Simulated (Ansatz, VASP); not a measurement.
MgO in VASP and in Ansatz

```xyz
2
Lattice="0.0000 2.0858 2.0858 2.0858 0.0000 2.0858 2.0858 2.0858 0.0000" Properties=species:S:1:pos:R:3 pbc="T T T"
Mg    0.0000    0.0000    0.0000
O     2.0858    2.0858    2.0858
```

Alike in both runs: task single point; functional PBEsol; k mesh 10 × 10 × 10; occupations gaussian, width 0.02 eV; no spin polarisation.

|  | VASP | Ansatz |
| --- | --- | --- |
| version | VASP 6.6.1 | Ansatz 0.2.0 |
| potentials or method | VASP PAW PBE potentials, release 64 (Mg, O), cutoff 600 eV | scalar-relativistic, plane waves, PAW |
| valence electrons in the cell | 8 | 16 |

Ansatz gave:

* gap on the k mesh at the Fermi level (eV): 4.92
* least direct gap on the mesh (eV): 4.92
* pressure (GPa): 5.1

Question: What did VASP give for the same quantities?

Answer: gap on the k mesh at the Fermi level (eV): 4.92; least direct gap on the mesh (eV): 4.92; pressure (GPa): 4.4.

VASP's potentials were made for PBE, not for PBEsol. VASP's potentials hold 8 valence electrons a cell and Ansatz's 16, so a difference there can come from the potentials and not from the codes.
